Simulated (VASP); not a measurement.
# RbCaH3 (P4/mmm) in VASP: a series of runs

RbCaH3 is run at these levels: LDA; tasks: single point.

All numbers are computed with VASP 6.6.1; they aren't measurements. Logs are shortened: lines on timing, memory, paths and dates and some standing lists are left out, and cuts for length are marked.

## Step 1: The cell of the first run

The structure is tetragonal, space group P4/mmm (No. 123). The conventional cell has a = 4.279 Å, b = 4.279 Å, c = 5.135 Å, α = 90.00°, β = 90.00°, γ = 90.00°. Rb (site symmetry 4/mmm) has 12 H at 3.03 to 3.34 Å and 8 Ca at 3.97 Å within 4.0 Å. Within 2.8 Å of Ca (site symmetry 4/mmm) lie 6 H at 2.14 to 2.57 Å. Within 2.8 Å of H (site symmetry mmm) lie 2 Ca at 2.14 Å. H (site symmetry 4/mmm) has 2 Ca at 2.57 Å and 4 Rb at 3.03 Å and 8 H at 3.34 Å within 3.4 Å.

## Step 2: Single point, LDA

File INCAR:

```
SYSTEM = RbCaH3
PREC = Accurate
ENCUT = 520
EDIFF = 1E-6
ISMEAR = 0
SIGMA = 0.05
LREAL = .False.
LASPH = .True.
NELM = 60
ALGO = Normal
ISIF = 2
LWAVE = .False.
LCHARG = .False.
GGA = CA
NBANDS = 19
```

File KPOINTS:

```
regular mesh
0
Gamma
  6 6 6
  0 0 0
```

File POSCAR:

```
RbCaH3
1.0
    4.2788908233      0.0000000000      0.0000000000
    0.0000000000      4.2788908233      0.0000000000
    0.0000000000      0.0000000000      5.1346689880
Rb Ca H
1 1 3
Direct
    0.0000000000      0.0000000000      0.0000000000
    0.5000000000      0.5000000000      0.5000000000
    0.0000000000      0.5000000000      0.5000000000
    0.5000000000      0.0000000000      0.5000000000
    0.5000000000      0.5000000000      0.0000000000
```

Potentials or basis: VASP PAW LDA potentials, release 64 (Rb_sv, Ca_sv, H).

Launch:

```bash
$ cat potpaw_LDA.64/Rb_sv/POTCAR potpaw_LDA.64/Ca_sv/POTCAR potpaw_LDA.64/H/POTCAR > POTCAR
$ mpirun -np 1 vasp_std > vasp.out
```

OUTCAR:

```text
SYSTEM = RbCaH3
   PREC = Accurate
   ENCUT = 520
   EDIFF = 1E-6
   ISMEAR = 0
   LREAL = .False.
   LASPH = .True.
   NELM = 60
   ISIF = 2
   GGA = CA

 ion  position               nearest neighbor table
   1  0.000  0.000  0.000-   5 3.03   5 3.03   5 3.03   5 3.03   4 3.34   3 3.34   4 3.34   3 3.34
                             4 3.34   3 3.34   4 3.34   3 3.34   2 3.97   2 3.97   2 3.97   2 3.97
   2  0.500  0.500  0.500-   1 3.97   1 3.97   1 3.97   1 3.97   1 3.97   1 3.97   1 3.97   1 3.97

   3  0.000  0.500  0.500-   1 3.34   1 3.34   1 3.34   1 3.34
   4  0.500  0.000  0.500-   1 3.34   1 3.34   1 3.34   1 3.34
   5  0.500  0.500  0.000-   1 3.03   1 3.03   1 3.03   1 3.03

  LATTYP: Found a simple tetragonal cell.
 ALAT       =     4.2788908233
 C/A-ratio  =     1.2000000000

  Lattice vectors:

 A1 = (   4.2788908233,   0.0000000000,   0.0000000000)
 A2 = (   0.0000000000,   4.2788908233,   0.0000000000)
 A3 = (   0.0000000000,   0.0000000000,   5.1346689880)

Analysis of symmetry for initial positions (statically):
=====================================================================
 Subroutine PRICEL returns:
 Original cell was already a primitive cell.

 Routine SETGRP: Setting up the symmetry group for a
 simple tetragonal supercell.

 Subroutine GETGRP returns: Found 16 space group operations
 (whereof 16 operations were pure point group operations)
 out of a pool of 16 trial point group operations.

The static configuration has the point symmetry D_4h.

Analysis of symmetry for dynamics (positions and initial velocities):
=====================================================================
 Subroutine PRICEL returns:
 Original cell was already a primitive cell.

 Routine SETGRP: Setting up the symmetry group for a
 simple tetragonal supercell.

 Subroutine GETGRP returns: Found 16 space group operations
 (whereof 16 operations were pure point group operations)
 out of a pool of 16 trial point group operations.

The dynamic configuration has the point symmetry D_4h.

 Subroutine INISYM returns: Found 16 space group operations
 (whereof 16 operations are pure point group operations),
 and found     1 'primitive' translations

----------------------------------------------------------------------------------------

                                     Primitive cell

  volume of cell :      94.0102

  direct lattice vectors                    reciprocal lattice vectors
     4.278890823  0.000000000  0.000000000     0.233705425  0.000000000  0.000000000
     0.000000000  4.278890823  0.000000000     0.000000000  0.233705425  0.000000000
     0.000000000  0.000000000  5.134668988     0.000000000  0.000000000  0.194754521

  length of vectors
     4.278890823  4.278890823  5.134668988     0.233705425  0.233705425  0.194754521

  position of ions in fractional coordinates (direct lattice)
     0.000000000  0.000000000  0.000000000
     0.500000000  0.500000000  0.500000000
     0.000000000  0.500000000  0.500000000
     0.500000000  0.000000000  0.500000000
     0.500000000  0.500000000  0.000000000

  ion indices of the primitive-cell ions
   primitive index   ion index
                 1           1
                 2           2
                 3           3
                 4           4
                 5           5

----------------------------------------------------------------------------------------

 KPOINTS: regular mesh

Automatic generation of k-mesh.
 Grid dimensions read from file:
 generate k-points for:    6    6    6

 Generating k-lattice:

  Cartesian coordinates                     Fractional coordinates (reciprocal lattice)
     0.038950904  0.000000000  0.000000000     0.166666667  0.000000000  0.000000000
     0.000000000  0.038950904  0.000000000     0.000000000  0.166666667  0.000000000
     0.000000000  0.000000000  0.032459087     0.000000000  0.000000000  0.166666667

  Length of vectors
     0.038950904  0.038950904  0.032459087

  Shift w.r.t. Gamma in fractional coordinates (k-lattice)
     0.000000000  0.000000000  0.000000000

 Subroutine IBZKPT returns following result:
 ===========================================

 Found     40 irreducible k-points:

 Following reciprocal coordinates:
            Coordinates               Weight
  0.000000  0.000000  0.000000      1.000000
  0.166667  0.000000  0.000000      4.000000
  0.333333  0.000000  0.000000      4.000000
  0.500000  0.000000  0.000000      2.000000
  0.166667  0.166667  0.000000      4.000000
  0.333333  0.166667  0.000000      8.000000
[... 16 lines left out ...]
  0.333333  0.000000  0.333333      8.000000
  0.500000  0.000000  0.333333      4.000000
 [... further k-points ...]
   k-points           NKPTS =     40   k-points in BZ     NKDIM =     40   number of bands    NBANDS=     19
   number of dos      NEDOS =    301   number of ions     NIONS =      5
   total plane-waves  NPLWV =  40960
   dimension x,y,z NGX =    32 NGY =   32 NGZ =   40
   dimension x,y,z NGXF=    64 NGYF=   64 NGZF=   80
   ions per type =               1   1   3
   NGX,Y,Z   is equivalent  to a cutoff of  12.43, 12.43, 12.95 a.u.
   NGXF,Y,Z  is equivalent  to a cutoff of  24.87, 24.87, 25.90 a.u.
 SYSTEM =  RbCaH3
   PREC   = accura    normal or accurate (medium, high low for compatibility)
   ISTART =      0    job   : 0-new  1-cont  2-samecut
   ICHARG =      2    charge: 1-file 2-atom 10-const
   ISPIN  =      1    spin polarized calculation?
   LNONCOLLINEAR =      F non collinear calculations
   LSORBIT =      F    spin-orbit coupling
   LASPH  =      T    aspherical Exc in radial PAW
   ENCUT  =  520.0 eV  38.22 Ry    6.18 a.u.   7.96  7.96  9.55*2*pi/ulx,y,z
   NELM   =     60;   NELMIN=  2; NELMDL= -5     # of ELM steps
   EDIFF  = 0.1E-05   stopping-criterion for ELM
   LREAL  =      F    real-space projection
   EDIFFG = 0.1E-04   stopping-criterion for IOM
   NSW    =      0    number of steps for IOM
   IBRION =     -1    ionic relax: 0-MD 1-quasi-New 2-CG
   NFREE  =      0    steps in history (QN), initial steepest desc. (CG)
   ISIF   =      2    stress and relaxation
   ISYM   =      2    0-nonsym 1-usesym 2-fastsym
   POTIM  = 0.5000    time-step for ionic-motion
   TEBEG  =    0.0;   TEEND  =   0.0 temperature during run
   PSTRESS=    0.0 pullay stress
   NELECT =      22.0000    total number of electrons
   NUPDOWN=      -1.0000    fix difference up-down
   EMIN   =  10.00;   EMAX   =-10.00  energy-range for DOS
   EFERMI =   0.00;   METHOD = LEGACY
   ISMEAR =     0;   SIGMA  =   0.05  broadening in eV -4-tet -1-fermi 0-gaus
   EFERMI_NEDOS =   21; number of points for ismear=-14 and -15
   IALGO  =     38    algorithm
   IMIX   =      4    mixing-type and parameters
     AMIX     =   0.40;   BMIX     =  1.00
     AMIX_MAG =   1.60;   BMIX_MAG =  1.00
  volume/ion in A,a.u.               =      18.80       126.88
  Fermi-wavevector in a.u.,A,eV,Ry     =   1.008844  1.906439 13.847556  1.017767
  Thomas-Fermi vector in A             =   2.141736
   LORBIT       =      0    0 simple, 1 ext, 2 COOP (PROOUT), +10 PAW based schemes
   GGA     = CA    functional components
   LHFCALC =     F    Hartree Fock is set to
   AEXX    =    0.0000 exact exchange contribution
   IVDW    =     0    specifies the selected vdW correction
   LEPSILON=     F    determine dielectric tensor
   LRPA    =     F    only Hartree local field effects (RPA)
 non-spin polarized calculation
 Gauss-broadening in eV      SIGMA  =   0.05
  energy-cutoff  :      520.00
  volume of cell :       94.01
 maximum number of plane-waves:      2576
 NGX is ok and might be reduce to    32

 number of electron      21.9999997 magnetization

 Free energy of the ion-electron system (eV)
  ---------------------------------------------------
  ext. energy  EPLUGINS =         0.00000000
  ---------------------------------------------------
  free energy    TOTEN  =       -15.58488304 eV

  energy without entropy =      -15.58488304  energy(sigma->0) =      -15.58488304

 E-fermi :  -0.9489     XC(G=0):  -8.1872

 val. band max:       -1.2744243525   @ k =   0.5000   0.5000   0.0000
 cond. band min:       1.4983590499   @ k =   0.5000   0.0000   0.5000
 fundamental gap:      2.7727834024
 Fermi energy:        -0.9488517855

 k-point     1 :       0.0000    0.0000    0.0000
  band No.  band energies     occupation
      1     -39.4815      2.00000
      2     -26.6357      2.00000
      3     -20.8750      2.00000
      4     -20.7659      2.00000
      5     -20.7659      2.00000
      6     -10.8327      2.00000
[... 11 lines left out ...]
     18       6.6576      0.00000
     19       6.6576      0.00000

 k-point     2 :       0.1667    0.0000    0.0000
  band No.  band energies     occupation
      1     -39.4808      2.00000
      2     -26.6325      2.00000
      3     -20.8741      2.00000
      4     -20.7817      2.00000
      5     -20.7651      2.00000
      6     -10.8259      2.00000
[... 11 lines left out ...]
     18       6.3041      0.00000
     19       6.4426      0.00000

 k-point     3 :       0.3333    0.0000    0.0000
  band No.  band energies     occupation
      1     -39.4796      2.00000
      2     -26.6259      2.00000
      3     -20.8723      2.00000
      4     -20.8129      2.00000
      5     -20.7636      2.00000
      6     -10.9441      2.00000
[... 11 lines left out ...]
     18       5.6955      0.00000
     19       6.4608      0.00000

 k-point     4 :       0.5000    0.0000    0.0000
  band No.  band energies     occupation
      1     -39.4790      2.00000
      2     -26.6226      2.00000
      3     -20.8714      2.00000
      4     -20.8284      2.00000
      5     -20.7628      2.00000
      6     -11.0190      2.00000
[... 407 lines left out ...]
     18       6.2489      0.00000
     19       6.2909      0.00000

 k-point    23 :       0.3333    0.0000    0.3333
  band No.  band energies     occupation
      1     -39.4795      2.00000
      2     -26.6249      2.00000
      3     -20.8777      2.00000
      4     -20.8134      2.00000
      5     -20.7633      2.00000
      6     -10.9286      2.00000
[... 11 lines left out ...]
     18       6.5221      0.00000
     19       6.8801      0.00000

 k-point    24 :       0.5000    0.0000    0.3333
  band No.  band energies     occupation
      1     -39.4789      2.00000
      2     -26.6215      2.00000
      3     -20.8771      2.00000
      4     -20.8291      2.00000
      5     -20.7626      2.00000
      6     -10.9989      2.00000
[... 11 lines left out ...]
     18       6.3356      0.00000
     19       6.8659      0.00000

 [... further k-points ...]
[... 5 lines left out ...]
  --------------------------------------------------------------------------------------
  -------------------------------------------------------------------------------------
  Total        0.3768743      0.3768743     -3.1839868      0.0000000      0.0000000      0.0000000
  in kB        6.4229160      6.4229160    -54.2633966      0.0000000      0.0000000      0.0000000
  external PRESSURE =     -13.8058549 kB  Pullay stress =       0.0000000 kB

 VOLUME and BASIS-vectors are now :
 -----------------------------------------------------------------------------
  energy-cutoff  :      520.00
  volume of cell :       94.01
      direct lattice vectors                 reciprocal lattice vectors
     4.278890823  0.000000000  0.000000000     0.233705425  0.000000000  0.000000000
     0.000000000  4.278890823  0.000000000     0.000000000  0.233705425  0.000000000
     0.000000000  0.000000000  5.134668988     0.000000000  0.000000000  0.194754521

 POSITION                                       TOTAL-FORCE (eV/Angst)
 -----------------------------------------------------------------------------------
      0.00000      0.00000      0.00000         0.000000      0.000000      0.000000
      2.13945      2.13945      2.56733         0.000000      0.000000      0.000000
      0.00000      2.13945      2.56733         0.000000      0.000000      0.000000
      2.13945      0.00000      2.56733         0.000000      0.000000      0.000000
      2.13945      2.13945      0.00000         0.000000      0.000000      0.000000
 -----------------------------------------------------------------------------------
    total drift:                                0.000000      0.000000     -0.000000

  FREE ENERGIE OF THE ION-ELECTRON SYSTEM (eV)
  ---------------------------------------------------
  free  energy   TOTEN  =       -15.5848830445 eV

  energy  without entropy=      -15.5848830445  energy(sigma->0) =      -15.58488304
```

It took 91 s on 1 thread of Intel Xeon 8259CL, shared host; peak memory 0.22 GiB.

Results:

```yaml
Free_energy: -15.5849 eV
Pressure: -1.4 GPa
Band_gap_on_the_k_mesh: 2.77 eV (least direct gap 2.79 eV)
```

Caveat: the stress differs along the axes, from -5 to 1 GPa. A k mesh can miss the band edges.

## Step 3: Single point, LDA

This run uses another cell than the first one, of the same volume but with other edges.

File INCAR:

```
ALGO = Normal ; EDIFF = 1E-6
ENCUT = 520 ; ISIF = 2
ISMEAR = 0 ; LASPH = True
LCHARG = False ; LREAL = False
LWAVE = False ; NBANDS = 19
NELM = 100 ; PREC = Accurate
SIGMA = 0.05
```

File KPOINTS:

```
k-points
0
Gamma
  6 6 6
```

Changes to POSCAR since step 2:

```diff
@@ -2,5 +2,5 @@
 1.0
-    4.2788908233      0.0000000000      0.0000000000
-    0.0000000000      4.2788908233      0.0000000000
-    0.0000000000      0.0000000000      5.1346689880
+    4.9396186306      0.0000000000      0.0000000000
+    0.0000000000      4.9396186306      0.0000000000
+    0.0000000000      0.0000000000      3.8529025319
 Rb Ca H
```

Potentials or basis: VASP PAW LDA potentials, release 64 (Rb_sv, Ca_sv, H).

Launch:

```bash
$ cat potpaw_LDA.64/Rb_sv/POTCAR potpaw_LDA.64/Ca_sv/POTCAR potpaw_LDA.64/H/POTCAR > POTCAR
$ mpirun -np 1 vasp_std > vasp.out
```

It took 1.9 min on 1 thread of Intel Xeon 8259CL, shared host; peak memory 0.23 GiB.

Results (log left out):

```yaml
Free_energy: -15.2396 eV
Pressure: -0.4 GPa
Band_gap_on_the_k_mesh: 2.62 eV (least direct gap 2.70 eV)
```

Stress tensor (GPa, compression positive):
```
-4.79  0.00  0.00
 0.00 -4.79  0.00
 0.00  0.00  8.36
```

Levels at points of the mesh, in eV from the valence-band top:
| k point | band 9 | band 10 | band 11 | band 12 | band 13 | band 14 |
| --- | --- | --- | --- | --- | --- | --- |
| (0.00, 0.00, 0.00) | -3.13 | -0.87 | -0.69 | 5.01 | 5.93 | 5.93 |
| (0.50, 0.00, 0.00) | -2.27 | -1.15 | -0.50 | 4.89 | 4.98 | 5.15 |
| (0.50, 0.50, 0.00) | -2.10 | -0.40 | -0.40 | 2.62 | 4.12 | 5.69 |
| (0.00, 0.00, 0.50) | -1.11 | -0.44 | -0.05 | 4.58 | 4.58 | 5.25 |
| (0.50, 0.00, 0.50) | -1.04 | 0.00 | 0.00 | 2.70 | 4.10 | 4.28 |
| (0.50, 0.50, 0.50) | -0.39 | -0.39 | -0.06 | 3.67 | 3.67 | 4.53 |

Caveat: the stress differs along the axes, from -5 to 8 GPa.

(Continued in part 2 of 2.)
